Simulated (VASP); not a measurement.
A run of VASP 6.6.1 is set up as follows.

INCAR

```
SYSTEM = AlRu
PREC = Accurate ; ENCUT = 520
EDIFF = 1E-6 ; ISMEAR = -1
SIGMA = 0.1 ; LREAL = .False.
LASPH = .True. ; NELM = 80
ALGO = Normal ; ISIF = 2
LWAVE = .False. ; LCHARG = .True.
GGA = PE ; LELF = .True.
LVHAR = .True. ; NBANDS = 16
```

Contents of KPOINTS:

```
regular mesh
0
Gamma
  13 13 13
  0 0 0
```

File POSCAR:

```
AlRu
1.0
    2.9431617283      0.0000000000      0.0000000000
    0.0000000000      2.9431617283      0.0000000000
    0.0000000000      0.0000000000      2.9431617283
Ru Al
1 1
Direct
    0.0000000000      0.0000000000      0.0000000000
    0.5000000000      0.5000000000      0.5000000000
```

Potentials or basis: VASP PAW PBE potentials, release 64 (Ru_pv, Al).

Run with:

```sh
$ cat potpaw_PBE.64/Ru_pv/POTCAR potpaw_PBE.64/Al/POTCAR > POTCAR
$ mpirun -np 1 vasp_std > vasp.out
```

Task: Predict the pressure.

Result: 14.4 GPa.
